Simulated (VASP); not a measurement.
Write the native input for VASP 6.6.1 that does the following.

```
Task                   : single point
Functional             : PBE
Potentials or basis    : VASP PAW PBE potentials, release 64 (Pt)
Cutoff                 : 520 eV
k mesh                 : 19 × 19 × 19
Occupations            : fermi-dirac, width 0.08 eV
Spin                   : no spin polarisation
Dipole correction      : no
Further INCAR settings : ALGO = Normal; EDIFF = 1e-07; NBANDS = 11
```

The structure of Pt lies in POSCAR:

```
Pt
1.0
    0.0000000000      1.9855579642      1.9855579642
    1.9855579642      0.0000000000      1.9855579642
    1.9855579642      1.9855579642      0.0000000000
Pt
1
Direct
    0.0000000000      0.0000000000      0.0000000000
```

The input as run:

INCAR

```
SYSTEM = Pt
PREC = Accurate ; ENCUT = 520
EDIFF = 1E-7 ; ISMEAR = -1
SIGMA = 0.08 ; LREAL = .FALSE.
LASPH = .TRUE. ; NELM = 80
ALGO = Normal ; ISIF = 2
LWAVE = .FALSE. ; LCHARG = .TRUE.
GGA = PE ; LELF = .TRUE.
LVHAR = .TRUE. ; NBANDS = 11
```

KPOINTS

```
regular mesh
0
G
  19 19 19
  0 0 0
```

Potentials or basis: VASP PAW PBE potentials, release 64 (Pt).

Run with:

```console
$ cat potpaw_PBE.64/Pt/POTCAR > POTCAR
$ mpirun -np 1 vasp_std > vasp.out
```

It gave:

* Pressure: -0.5 GPa
* Band gap on the k mesh: zero (bands 5 and 6 overlap by 2.06 eV)

Caveat: spin-orbit coupling is left out, which moves the levels of the heavy elements.

It took 36 s on 1 thread of Intel Xeon 8259CL, on a shared host, peak memory 0.17 GiB.
